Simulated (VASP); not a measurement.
CaZr:

```
CELL_PARAMETERS angstrom
3.28662 0.00000 0.00000
0.00000 3.28662 0.00000
0.00000 0.00000 4.30782
ATOMIC_POSITIONS crystal
Ca 0.50000 0.50000 0.50000
Zr 0.00000 0.00000 0.00000
```

```yaml
Program: VASP 6.6.1
Task: relaxation of cell and atoms
Functional: PBE
Potentials_or_basis: VASP PAW PBE potentials, release 64 (Ca_sv, Zr_sv)
Cutoff: 600 eV
k_mesh: 6 × 6 × 4
Occupations: gaussian, width 0.1 eV
Spin: no spin polarisation
```

At the start: pressure 11.9 GPa; volume 23.27 Å³/atom.

**Question.** Where does the relaxation end?

**Answer.** Over 9 steps the energy falls by 242.8 meV/atom and the volume is 28.30 Å³/atom (+21.6 %); space group P4/mmm (No. 123, to 0.1 Å) before and after.

The path:
```tsv
step	energy change (eV)	largest force (eV/Å)	pressure (GPa)	volume (Å³)
1	0.0000	0.0000	11.88	46.53
2	-0.3595	0.0000	-1.51	59.12
3	-0.3655	0.0000	-0.35	57.38
4	-0.3654	0.0000	-0.50	57.61
5	-0.3994	0.0000	-0.51	57.52
6	-0.4770	0.0000	-0.28	56.95
7	-0.3601	0.0000	2.08	54.61
8	-0.4854	0.0000	-0.10	56.55
9	-0.4856	0.0000	-0.11	56.60
```

Final structure:
```
Ca Zr
1.0
     3.26231    0.00000    0.00000
     0.00000    3.26231    0.00000
     0.00000    0.00000    5.31852
Ca Zr
1 1
Cartesian
  1.6312 1.6312 2.6593
  0.0000 0.0000 0.0000
```

Caveat: the k points lie up to 0.32 Å⁻¹ apart in the final cell, too coarse for converged energies and pressures of a metal; the volume moved by over 15 % at a fixed basis, so the end points are rough.
